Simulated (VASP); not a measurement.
Hf3Br, 4 atoms in the cell. It takes space group I4/mmm (No. 139, tetragonal). Conventional cell: a = 5.361 Å, b = 5.361 Å, c = 6.290 Å, α = 90.00°, β = 90.00°, γ = 90.00°. Within 3.5 Å of Hf (site symmetry mmm) lie 4 Hf at 2.68 to 3.14 Å and 2 Br at 2.68 Å. Within 3.5 Å of Hf (site symmetry 4/mmm) lie 4 Hf at 2.68 Å and 2 Br at 3.14 Å. Br (site symmetry 4/mmm) has 6 Hf at 2.68 to 3.14 Å within 3.5 Å. 

- Program: VASP 6.6.1
- Task: single point
- Functional: PBE
- Potentials or basis: VASP PAW PBE potentials, release 64 (Hf_pv, Br)
- Cutoff: 520 eV
- k mesh: 4 × 4 × 4
- Occupations: gaussian, width 0.1 eV
- Spin: no spin polarisation
- Dipole correction: no
- Further INCAR settings: ALGO = Normal; EDIFF = 1e-06; NBANDS = 26

Potentials or basis: VASP PAW PBE potentials, release 64 (Hf_pv, Br).

Run with:

```sh
$ cat potpaw_PBE.64/Hf_pv/POTCAR potpaw_PBE.64/Br/POTCAR > POTCAR
$ mpirun -np 1 vasp_std > vasp.out
```

Hardware: 1 thread of AMD EPYC 7R13 (shared host).

**Question.** Estimate the wall time of this run.

**Answer.** Wall time 98 s on 1 thread of AMD EPYC 7R13 (shared host), peak memory 0.21 GiB. Counts: scf iterations 13, k points 13.
